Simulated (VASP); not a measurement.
# Al5Cu: single point with PBE

Crystal: Al5Cu.

```
CELL_PARAMETERS angstrom
2.82855 0.00000 0.00000
0.00000 2.82855 0.00000
0.00000 0.00000 11.66236
ATOMIC_POSITIONS crystal
Al 0.00000 0.00000 0.82347
Al 0.50000 0.50000 0.00000
Al 0.00000 0.00000 0.17653
Al 0.50000 0.50000 0.35480
Al 0.50000 0.50000 0.64520
Cu 0.00000 0.00000 0.50000
```

```
Program                : VASP 6.6.1
Task                   : single point
Functional             : PBE
Potentials or basis    : VASP PAW PBE potentials, release 64 (Al, Cu)
Cutoff                 : 520 eV
k mesh                 : 14 × 14 × 4
Occupations            : gaussian, width 0.1 eV
Spin                   : no spin polarisation
Dipole correction      : no
Further INCAR settings : ALGO = Fast; EDIFF = 1e-06; NBANDS = 22
```

| Property | Result |
| --- | --- |
| Pressure | -0.1 GPa |
| Largest force | 0.023 eV/Å |
| Band gap on the k mesh | zero (bands 13 and 14 overlap by 6.89 eV) |

Forces in eV/Å, atoms in the order of the input:
```
Al   0.000  0.000  0.000
Al   0.000  0.000  0.000
Al   0.000  0.000  0.000
Al   0.000  0.000 -0.023
Al   0.000  0.000  0.023
Cu   0.000  0.000  0.000
```

Stress tensor (GPa, compression positive):
```
-0.11  0.00  0.00
 0.00 -0.11  0.00
 0.00  0.00 -0.03
```

Levels at points of the mesh, in eV from the Fermi level:
| k point | band 9 | band 10 | band 11 | band 12 | band 13 | band 14 | band 15 | band 16 | band 17 | band 18 |
| --- | --- | --- | --- | --- | --- | --- | --- | --- | --- | --- |
| (0.00, 0.00, 0.00) | -3.55 | -3.19 | -2.13 | -0.30 | 5.52 | 5.72 | 6.03 | 6.03 | 6.42 | 6.47 |
| (0.50, 0.00, 0.00) | -3.63 | -3.45 | -2.87 | -2.48 | -2.33 | -1.36 | -1.31 | 2.19 | 3.04 | 3.46 |
| (0.50, 0.50, 0.00) | -1.57 | -1.47 | -1.47 | -1.12 | -1.11 | -0.41 | -0.35 | 0.42 | 1.26 | 1.60 |
| (0.00, 0.00, 0.50) | -3.55 | -3.36 | -3.19 | 1.68 | 2.79 | 5.71 | 6.20 | 6.20 | 6.40 | 6.40 |
| (0.50, 0.00, 0.50) | -3.75 | -3.63 | -3.45 | -3.05 | -2.27 | -0.23 | 0.07 | 0.41 | 1.20 | 6.04 |
| (0.50, 0.50, 0.50) | -2.36 | -1.17 | -1.15 | -0.38 | -0.27 | -0.24 | -0.24 | -0.06 | -0.06 | 0.51 |

Wall time 3.7 min on 1 thread of Intel(R) Xeon(R) Platinum 8259CL CPU @ 2.50GHz (Skylake/Cascade Lake) (shared host), peak memory 0.35 GiB.
